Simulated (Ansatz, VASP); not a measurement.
## Two plane-wave programs on Cs

The input POSCAR:

```
Cs
1.0
   -3.1898230911      3.1898230911      3.1898230911
    3.1898230911     -3.1898230911      3.1898230911
    3.1898230911      3.1898230911     -3.1898230911
Cs
1
Direct
    0.0000000000      0.0000000000      0.0000000000
```

INCAR.step1

```
  PREC = Accurate
  ENCUT = 520
  ISMEAR = -1
  SIGMA = 0.05
  LREAL = False
  LASPH = True
  NELM = 100
  NBANDS = 10
  GGA = PE
  ALGO = Normal
  EDIFF = 1E-4
  LWAVE = True
  LCHARG = False
```

INCAR.step2

```
  PREC = Accurate
  ENCUT = 520
  EDIFF = 1E-6
  ISMEAR = -1
  SIGMA = 0.05
  LREAL = False
  LASPH = True
  NELM = 100
  ALGO = Normal
  ISIF = 2
  LWAVE = False
  LCHARG = True
  METAGGA = R2SCAN
  LMIXTAU = True
  LELF = True
  LVHAR = True
  NBANDS = 10
  ISTART = 1
```

File KPOINTS:

```
Automatic mesh
0
Gamma
  6 6 6
```

The input input.yaml:

```yaml
crystal:
  lattice:
    - [-3.1898230911, 3.1898230911, 3.1898230911]
    - [3.1898230911, -3.1898230911, 3.1898230911]
    - [3.1898230911, 3.1898230911, -3.1898230911]
  atoms:
    - { symbol: Cs, position: [0.0, 0.0, 0.0] }
hamiltonian:
  xc: r2scan
  pseudopotentials: { kind: paw }
kpoints:
  mp_grid: { grid: [6, 6, 6] }
scf:
  occupations: { method: fermi_dirac, width: 0.05 }
output:
  forces: true
  stress: true
  eigenvalues: true
```

Alike in both runs: task single point; functional r2SCAN; k mesh 6 × 6 × 6; occupations fermi-dirac, width 0.05 eV; no spin polarisation.

```csv
,VASP,Ansatz
version,VASP 6.6.1,Ansatz 0.2.0
potentials or method,"VASP PAW PBE potentials, release 64 (Cs_sv)",Ansatz PAW
plane-wave cutoff (eV),520,500
valence electrons in the cell,9,9
```

```tsv
	VASP	Ansatz	Ansatz less VASP
gap on the k mesh at the Fermi level (eV)	none	none	-
pressure (GPa)	-0.1	-0.1	0.00
```

VASP's potentials were made for PBE, not for r2SCAN. A gap of «none» marks a metal or a gap that the smearing closes.

Spin-orbit coupling is off throughout.
